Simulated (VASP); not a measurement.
# Zn35O36 (a cell with a defect) in VASP: single point with LDA

Aim: the single point of Zn35O36 (a cell with a defect) with LDA.

Program: VASP 6.6.1. These are calculated values, not measurements. Logs are shortened: lines on timing, memory, paths and dates and some standing lists are left out, and cuts for length are marked.

## (1) The cell of the first run

The cell holds a defect, 71 atoms: a = 9.561 Å, b = 9.561 Å, c = 10.305 Å, α = 90.00°, β = 90.00°, γ = 120.00°.

## (2) Single point, LDA

File INCAR:

```
ALGO = Normal
EDIFF = 1E-6
ENCUT = 520
GGA = CA
ISIF = 2
ISMEAR = 0
LASPH = T
LCHARG = F
LREAL = Auto
LWAVE = F
NBANDS = 359
NELECT = 638.0
NELM = 60
PREC = Accurate
SIGMA = 0.02
```

File KPOINTS:

```
k-points
0
Gamma
  1 1 1
```

File POSCAR:

```
Zn35O36
1.0
    9.5613318899      0.0000000000      0.0000000000
   -4.7806659450      8.2803563107      0.0000000000
    0.0000000000      0.0000000000     10.3049808845
Zn O
35 36
Direct
    0.1149771791      0.2183561833      0.7624565332
    0.1146531070      0.5459353234      0.2498393766
    0.1099973579      0.5579150011      0.7502047880
    0.1114380554      0.8824957195      0.2496964360
    0.1136095859      0.8950849120      0.7540168281
    0.4508371965      0.2218950406      0.2496963390
    0.4382483457      0.2197237573      0.7540168281
    0.4420119246      0.5500873186      0.2513416598
    0.4455621143      0.5563185722      0.7486044939
    0.4453061363      0.8880274863      0.2494099726
    0.4434615053      0.8898719721      0.7535299761
    0.7873981618      0.2186804447      0.2498393766
    0.7754184347      0.2233360414      0.7502047880
    0.7799802735      0.5533528786      0.2494858582
    0.7770088549      0.5563244898      0.7543685997
    0.7832458385      0.8913213059      0.2513416598
    0.7770148853      0.8877713379      0.7486044939
    0.1257626898      0.2075704155      0.1610156310
    0.2210257964      0.1123073652      0.4878893087
    0.2249325393      0.4575320020     -0.0114925007
    0.2201205947      0.4371169385      0.5031827869
    0.2193050943      0.7883620891      0.0020009741
    0.2231558928      0.7759430584      0.5008576976
    0.5449716660      0.1140286679      0.0020009741
    0.5573902159      0.1101775051      0.5008576976
    0.5496523752      0.4409307840      0.0001489571
    0.5563889086      0.4435080886      0.5009458104
    0.5540656355      0.7792676737      0.0045641036
    0.5559259931      0.7774073673      0.4991906397
    0.8758012365      0.1084006492     -0.0114925977
    0.8962161247      0.1132126402      0.5031827869
    0.8865926609      0.4467410412     -0.0001367300
    0.8903188889      0.4430145108      0.4986812744
    0.8924026107      0.7836808896      0.0001490541
    0.8898252922      0.7769444645      0.5009458104
    0.2304370474      0.1028959344      0.2153196619
    0.2212890395      0.1120442123      0.6829904955
    0.2270907465      0.4429046121      0.1794027588
    0.2210291699      0.4439877781      0.6946145830
    0.2234255855      0.7698666290      0.1909839545
    0.2233765638      0.7792770936      0.6886168038
    0.5634667077      0.1099079515      0.1909839545
    0.5540562851      0.1099568625      0.6886168038
    0.5583469567      0.4447283259      0.1903996739
    0.5563486094      0.4458003812      0.6885738149
    0.5578328469      0.7755003238      0.1931763894
    0.5542017989      0.7791316893      0.6880426155
    0.8904284613      0.1062425295      0.1794026618
    0.8893457167      0.1123043460      0.6946145830
    0.8913995825      0.4419338809      0.1900317936
    0.8877356376      0.4455979745      0.6876553270
    0.8886047787      0.7749862155      0.1903996739
    0.8875329165      0.7769848010      0.6885738149
    0.1103896459      0.2229434255      0.4449281422
    0.1014717911      0.2318615200      0.9496454297
    0.1131739953      0.5537289493      0.4391091115
    0.1079758728      0.5630000480      0.9380748114
    0.1099000110      0.8827396703      0.4412120751
    0.1021798724      0.8791950161      0.9350398713
    0.4505934763      0.2234332595      0.4412120751
    0.4541384082      0.2311535794      0.9350398713
    0.4443594679      0.5549221347      0.4403562754
    0.4480915879      0.5615218507      0.9371455521
    0.4451108100      0.8882225262      0.4386095472
    0.4438902538      0.8894432466      0.9422145571
    0.7796043532      0.2201594873      0.4391091115
    0.7703334573      0.2253576936      0.9380748114
    0.7788520583      0.5544813324      0.4386818424
    0.7752965672      0.5580368557      0.9419239209
    0.7784112051      0.8889738224      0.4403562754
    0.7718113471      0.8852416158      0.9371455521
```

Potentials or basis: VASP PAW LDA potentials, release 64 (Zn, O).

Command:

```bash
$ cat potpaw_LDA.64/Zn/POTCAR potpaw_LDA.64/O/POTCAR > POTCAR
$ mpirun -np 1 vasp_gam > vasp.out
```

OUTCAR:

```text
EDIFF = 1E-6
   ENCUT = 520
   GGA = CA
   ISIF = 2
   ISMEAR = 0
   LASPH = T
   LREAL = Auto
   NELECT = 638.0
   NELM = 60
   PREC = Accurate

 ion  position               nearest neighbor table
   1  0.115  0.218  0.762-  37 1.94  55 1.94  49 2.00  39 2.00
   2  0.115  0.546  0.250-  38 1.93  50 1.95  40 1.95  56 1.95
   3  0.110  0.558  0.750-  57 1.94  41 1.94  39 1.95  51 1.95  20 3.04
   4  0.111  0.882  0.250-  36 1.86  52 1.94  40 1.96  58 1.97
   5  0.114  0.895  0.754-  59 1.87  37 1.94  41 1.99  53 1.99
   6  0.451  0.222  0.250-  36 1.86  44 1.94  42 1.96  60 1.97
   7  0.438  0.220  0.754-  61 1.87  37 1.94  43 1.99  45 1.99
   8  0.442  0.550  0.251-  38 1.93  44 1.94  62 1.95  46 1.96
   9  0.446  0.556  0.749-  45 1.93  39 1.94  63 1.94  47 1.95
  10  0.445  0.888  0.249-  42 1.93  40 1.93  64 1.95  46 1.95
  11  0.443  0.890  0.754-  43 1.94  41 1.94  65 1.94  47 1.95
  12  0.787  0.219  0.250-  48 1.93  50 1.95  42 1.95  66 1.95
  13  0.775  0.223  0.750-  67 1.94  43 1.94  49 1.95  51 1.95  30 3.04
  14  0.780  0.553  0.249-  44 1.93  52 1.93  50 1.94  68 1.95
  15  0.777  0.556  0.754-  69 1.93  45 1.95  53 1.95  51 1.96
  16  0.783  0.891  0.251-  48 1.93  52 1.94  70 1.95  46 1.96
  17  0.777  0.888  0.749-  53 1.93  49 1.94  71 1.94  47 1.95
  18  0.126  0.208  0.161-  36 1.82  38 1.96  48 1.96  55 2.22  30 2.74  20 2.74
  19  0.221  0.112  0.488-  54 1.88  60 1.96  58 1.96  37 2.01
  20  0.225  0.458  0.989-  55 1.91  57 1.91  63 1.92  38 1.97  18 2.74   3 3.04
  21  0.220  0.437  0.503-  54 1.87  56 1.97  62 1.97  39 1.97
  22  0.219  0.788  0.002-  59 1.86  40 1.96  65 1.96  57 1.98
  23  0.223  0.776  0.501-  58 1.92  41 1.94  64 1.95  56 1.95
  24  0.545  0.114  0.002-  61 1.86  42 1.96  65 1.96  67 1.98
  25  0.557  0.110  0.501-  60 1.92  43 1.94  64 1.95  66 1.95
  26  0.550  0.441  0.000-  61 1.86  63 1.95  44 1.96  69 1.96
  27  0.556  0.444  0.501-  60 1.92  45 1.93  68 1.95  62 1.95
  28  0.554  0.779  0.005-  71 1.93  63 1.93  65 1.93  46 1.94
  29  0.556  0.777  0.499-  64 1.94  70 1.94  62 1.94  47 1.95
  30  0.876  0.108  0.989-  55 1.91  67 1.91  71 1.92  48 1.97  18 2.74  13 3.04
[... 27 lines left out ...]
  58  0.110  0.883  0.441-  23 1.92  35 1.92  19 1.96   4 1.97
  59  0.102  0.879  0.935-  22 1.86  34 1.86   5 1.87
  60  0.451  0.223  0.441-  25 1.92  27 1.92  19 1.96   6 1.97
  61  0.454  0.231  0.935-  24 1.86  26 1.86   7 1.87
  62  0.444  0.555  0.440-  29 1.94   8 1.95  27 1.95  21 1.97
  63  0.448  0.562  0.937-  20 1.92  28 1.93   9 1.94  26 1.95
  64  0.445  0.888  0.439-  29 1.94  23 1.95  25 1.95  10 1.95
  65  0.444  0.889  0.942-  28 1.93  11 1.94  22 1.96  24 1.96
  66  0.780  0.220  0.439-  33 1.94  25 1.95  12 1.95  31 1.97
  67  0.770  0.225  0.938-  30 1.91  13 1.94  32 1.94  24 1.98
  68  0.779  0.554  0.439-  33 1.95  14 1.95  35 1.95  27 1.95
  69  0.775  0.558  0.942-  15 1.93  32 1.94  34 1.96  26 1.96
  70  0.778  0.889  0.440-  29 1.94  16 1.95  35 1.95  31 1.97
  71  0.772  0.885  0.937-  30 1.92  28 1.93  17 1.94  34 1.95

  LATTYP: Found a hexagonal cell.
 ALAT       =     9.5613318899
 C/A-ratio  =     1.0777767160

[... 262 lines left out ...]
   EFERMI =   0.00;   METHOD = LEGACY
   ISMEAR =     0;   SIGMA  =   0.02  broadening in eV -4-tet -1-fermi 0-gaus
   EFERMI_NEDOS =   21; number of points for ismear=-14 and -15
   IALGO  =     38    algorithm
   IMIX   =      4    mixing-type and parameters
     AMIX     =   0.40;   BMIX     =  1.00
     AMIX_MAG =   1.60;   BMIX_MAG =  1.00
  volume/ion in A,a.u.               =      11.49        77.54
  Fermi-wavevector in a.u.,A,eV,Ry     =   1.508262  2.850202 30.951280  2.274855
  Thomas-Fermi vector in A             =   2.618740
   LORBIT       =      0    0 simple, 1 ext, 2 COOP (PROOUT), +10 PAW based schemes
   GGA     = CA    functional components
   LHFCALC =     F    Hartree Fock is set to
   AEXX    =    0.0000 exact exchange contribution
   IVDW    =     0    specifies the selected vdW correction
   LEPSILON=     F    determine dielectric tensor
   LRPA    =     F    only Hartree local field effects (RPA)
 non-spin polarized calculation
 Gauss-broadening in eV      SIGMA  =   0.02
  energy-cutoff  :      520.00
  volume of cell :      815.86
 maximum number of plane-waves:     10973
 NGX is ok and might be reduce to    70
   NGX = 35   NGY = 35   NGZ = 39

 number of electron     637.9999894 magnetization

 Free energy of the ion-electron system (eV)
  ---------------------------------------------------
  ext. energy  EPLUGINS =         0.00000000
  ---------------------------------------------------
  free energy    TOTEN  =      -367.98616656 eV

  energy without entropy =     -367.98616656  energy(sigma->0) =     -367.98616656

 E-fermi :   1.6206     XC(G=0): -11.6329

 val. band max:        1.4852561967   @ k =   0.0000   0.0000   0.0000
 cond. band min:       2.1269443460   @ k =   0.0000   0.0000   0.0000
 fundamental gap:      0.6416881494
 Fermi energy:         1.6206442533

 k-point     1 :       0.0000    0.0000    0.0000
  band No.  band energies     occupation
      1     -17.0044      2.00000
      2     -16.6117      2.00000
      3     -16.6044      2.00000
      4     -16.5412      2.00000
      5     -16.5028      2.00000
      6     -16.4783      2.00000
[... 323 lines left out ...]
    330       6.3657      0.00000
    331       6.4624      0.00000
 [bands above 331 left out]

------------------------ aborting loop because EDIFF is reached ----------------------------------------

  FORCE on cell =-STRESS in cart. coord.  units (eV):
  Direction    XX          YY          ZZ          XY          YZ          ZX
  --------------------------------------------------------------------------------------
  -------------------------------------------------------------------------------------
  Total       26.6236253     26.7330139     16.6877704      0.0947333     -0.8668991      1.5015132
  in kB       52.2833209     52.4981376     32.7713467      0.1860367     -1.7024115      2.9486629
  external PRESSURE =      45.8509351 kB  Pullay stress =       0.0000000 kB

 VOLUME and BASIS-vectors are now :
 -----------------------------------------------------------------------------
  energy-cutoff  :      520.00
  volume of cell :      815.86
      direct lattice vectors                 reciprocal lattice vectors
     9.561331890  0.000000000  0.000000000     0.104587939  0.060383875  0.000000000
    -4.780665945  8.280356311  0.000000000     0.000000000  0.120767750  0.000000000
     0.000000000  0.000000000 10.304980885     0.000000000  0.000000000  0.097040452

 POSITION                                       TOTAL-FORCE (eV/Angst)
 -----------------------------------------------------------------------------------
      0.05545      1.80807      7.85710         0.000501     -0.000289      0.041548
     -1.51370      4.52054      2.57459        -0.022412      0.006611      0.010842
     -1.61548      4.61974      7.73085         0.002396     -0.004386     -0.010721
     -3.15342      7.30738      2.57312         0.018760     -0.025936     -0.022802
     -3.19284      7.41162      7.77013        -0.000650      0.005077     -0.051307
      3.24980      1.83737      2.57312         0.031841     -0.003279     -0.022802
[... 63 lines left out ...]
      3.19276      7.36102      4.53786         0.001131      0.013581      0.002127
      3.14750      7.33012      9.65727         0.004703     -0.011510      0.002766
 -----------------------------------------------------------------------------------
    total drift:                               -0.017781     -0.024590     -0.008781

  FREE ENERGIE OF THE ION-ELECTRON SYSTEM (eV)
  ---------------------------------------------------
  free  energy   TOTEN  =      -367.9861665614 eV

  energy  without entropy=     -367.9861665614  energy(sigma->0) =     -367.98616656
```

It took 20 min on 1 thread of Intel Xeon 8259CL, shared host; peak memory 0.65 GiB.

Results:

| Item | Value |
| --- | --- |
| Free energy | -367.9862 eV |
| Largest force | 0.272 eV/Å |

Forces on the atoms (eV/Å):
```
Zn   0.001  0.000  0.042
Zn  -0.022  0.007  0.011
Zn   0.002 -0.004 -0.011
Zn   0.019 -0.026 -0.023
Zn  -0.001  0.005 -0.051
Zn   0.032 -0.003 -0.023
Zn  -0.005 -0.002 -0.051
Zn   0.012  0.003  0.006
Zn   0.000 -0.002 -0.009
Zn   0.004 -0.002  0.003
Zn  -0.003  0.002 -0.003
Zn  -0.017  0.016  0.011
Zn   0.005  0.000 -0.011
Zn  -0.005  0.003 -0.008
Zn   0.001 -0.001 -0.008
Zn   0.004 -0.012  0.006
Zn   0.001  0.001 -0.009
Zn  -0.162  0.093  0.198
Zn   0.022 -0.013 -0.017
Zn   0.025  0.007 -0.007
Zn   0.000  0.032 -0.001
Zn   0.049 -0.014  0.006
Zn   0.001  0.003 -0.006
Zn   0.036 -0.036  0.006
Zn  -0.002 -0.002 -0.006
Zn  -0.010  0.013  0.013
Zn  -0.004  0.006 -0.009
Zn   0.008 -0.005 -0.001
Zn  -0.002  0.001  0.008
Zn   0.006 -0.026 -0.007
Zn  -0.027 -0.016 -0.001
Zn   0.004 -0.002 -0.004
Zn  -0.008  0.005  0.006
Zn  -0.016  0.002  0.013
Zn  -0.007  0.000 -0.009
O    0.020 -0.011  0.003
O   -0.002  0.001 -0.049
O   -0.017  0.006  0.025
O   -0.006 -0.034  0.011
O   -0.010 -0.007 -0.001
O   -0.001 -0.001 -0.001
O    0.002  0.012 -0.001
O    0.001  0.001 -0.001
O   -0.007  0.011 -0.010
O    0.011 -0.012 -0.004
O    0.001  0.000  0.004
O    0.009 -0.005  0.005
O   -0.014  0.012  0.025
O    0.026  0.022  0.011
O    0.005 -0.003 -0.007
O    0.002 -0.001  0.004
O   -0.014  0.001 -0.010
O    0.016 -0.003 -0.004
O   -0.007  0.004 -0.148
O    0.059 -0.034  0.034
O    0.015 -0.004  0.007
O   -0.002  0.011  0.010
O    0.006 -0.001 -0.001
O    0.001  0.040  0.000
O    0.004 -0.004 -0.001
O   -0.034 -0.020  0.000
O   -0.011 -0.008  0.002
O    0.012  0.002  0.003
O    0.002 -0.001 -0.010
O    0.000  0.000  0.013
O    0.011 -0.010  0.007
O   -0.011 -0.003  0.010
O    0.001  0.000 -0.009
O   -0.013  0.008  0.023
O    0.001  0.014  0.002
O    0.005 -0.012  0.003
```

Levels at points of the mesh, in eV from the Fermi level:
```tsv
k point	band 316	band 317	band 318	band 319	band 320	band 321	band 322	band 323
(0.00, 0.00, 0.00)	-0.49	-0.39	-0.23	-0.14	0.51	3.11	3.22	3.86
```

Caveat: the k points lie up to 0.76 Å⁻¹ apart; the cell carries a net charge on a neutralising background, which shifts energy and pressure; the cell is charged against a uniform background, so pressure and absolute levels hang on convention.
